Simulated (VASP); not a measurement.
Write the native input for VASP 6.6.1 that does the following.

| Quantity | Value |
| --- | --- |
| Task | single point |
| Functional | PBE |
| Potentials or basis | VASP PAW PBE potentials, release 64 (Ta_pv, B, Mo_sv) |
| Cutoff | 500 eV |
| k mesh | 8 × 8 × 6 |
| Occupations | gaussian, width 0.1 eV |
| Spin | collinear spin |
| Starting moments | [0.0, 0.0, 0.0, 0.0, 1.29, 1.29] μB |
| Dipole correction | no |
| Further INCAR settings | ALGO = Normal; EDIFF = 1e-06; NBANDS = 37 |

The structure of TaB3Mo2 lies in POSCAR:

```
TaB3Mo2
1.0
    4.8698100147      0.0000000000      0.0000000000
    0.0000000000      4.8698100147      0.0000000000
    0.0000000000      0.0000000000      7.4792412048
Ta B Mo
1 3 2
Direct
    0.0000000000      0.0000000000      0.5000000000
    0.0000000000      0.0000000000      0.7885666485
    0.0000000000      0.0000000000      0.2114333515
    0.0000000000      0.0000000000      0.0000000000
    0.0000000000      0.5000000000      0.5000000000
    0.5000000000      0.0000000000      0.5000000000
```

The cell was generated, and may not be a known phase.

The input as run:

INCAR

```
  PREC = Accurate
  ENCUT = 500
  EDIFF = 1E-6
  ISMEAR = 0
  SIGMA = 0.1
  LREAL = F
  LASPH = T
  NELM = 200
  ALGO = Normal
  ISIF = 2
  LWAVE = F
  LCHARG = F
  ISPIN = 2
  MAGMOM = 0 0 0 0 1.29 1.29
  LORBIT = 11
  LMAXMIX = 4
  GGA = PE
  NBANDS = 37
  GGA_COMPAT = F
```

KPOINTS

```
Automatic mesh
0
Gamma
  8 8 6
```

Potentials or basis: VASP PAW PBE potentials, release 64 (Ta_pv, B, Mo_sv).

Launch:

```console
$ cat potpaw_PBE.64/Ta_pv/POTCAR potpaw_PBE.64/B/POTCAR potpaw_PBE.64/Mo_sv/POTCAR > POTCAR
$ mpirun -np 1 vasp_std > vasp.out
```

It gave:

| Item | Value |
| --- | --- |
| Pressure | 0.1 GPa |
| Largest force | 0.005 eV/Å |
| Net moment | 3.01 μB per cell |
| Site moments | Ta -0.17; B -0.08, -0.13 (each value once); Mo +1.58 μB |
| Valence electrons inside the program's atomic spheres | Ta 9.46; B 1.75, 1.86 (each value once); Mo 12.32 |

It took 13 min on 1 thread of Intel(R) Xeon(R) Platinum 8488C (Sapphire Rapids), with other jobs on the host, peak memory 0.69 GiB.
